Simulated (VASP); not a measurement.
Set up this calculation in VASP 6.6.1, as the native input.

```yaml
Task: single point
Functional: LDA
Potentials_or_basis: VASP PAW LDA potentials, release 64 (Ga_d, N)
Cutoff: 600 eV
k_mesh: 6 × 4 × 6
Occupations: gaussian, width 0.1 eV
Spin: no spin polarisation
Dipole_correction: no
Further_INCAR_settings: ALGO = Normal; EDIFF = 1e-06; NBANDS = 26
```

The structure of GaN (l.eB) lies in POSCAR:

```
GaN
1.0
    3.1503048237      0.0000000000      0.0000000000
    0.0000000000      4.4552037582      0.0000000000
    0.0000000000      0.0000000000      3.1503047738
Ga N
2 2
Direct
    0.0000000000      0.0000000000      0.0000000000
    0.5000000000      0.5000000000      0.5000031000
    0.5000000000      0.2500000000      0.0000000000
    0.0000000000      0.7500000000      0.5000031000
```

The input as run:

INCAR

```
  PREC = Accurate
  ENCUT = 600
  EDIFF = 1E-6
  ISMEAR = 0
  SIGMA = 0.1
  LREAL = False
  LASPH = True
  NELM = 120
  ALGO = Normal
  ISIF = 2
  LWAVE = False
  LCHARG = False
  GGA = CA
  NBANDS = 26
  GGA_COMPAT = False
```

KPOINTS

```
Automatic mesh
0
Gamma
  6 4 6
```

Potentials or basis: VASP PAW LDA potentials, release 64 (Ga_d, N).

Command:

```bash
$ cat potpaw_LDA.64/Ga_d/POTCAR potpaw_LDA.64/N/POTCAR > POTCAR
$ mpirun -np 1 vasp_std > vasp.out
```

It gave:

| Property | Result |
| --- | --- |
| Pressure | 1.1 GPa |
| Band gap on the k mesh | 1.97 eV |

Run time: 37 s on 1 thread of Intel(R) Xeon(R) Platinum 8259CL CPU @ 2.50GHz (Skylake/Cascade Lake) (shared host), peak memory 0.17 GiB.
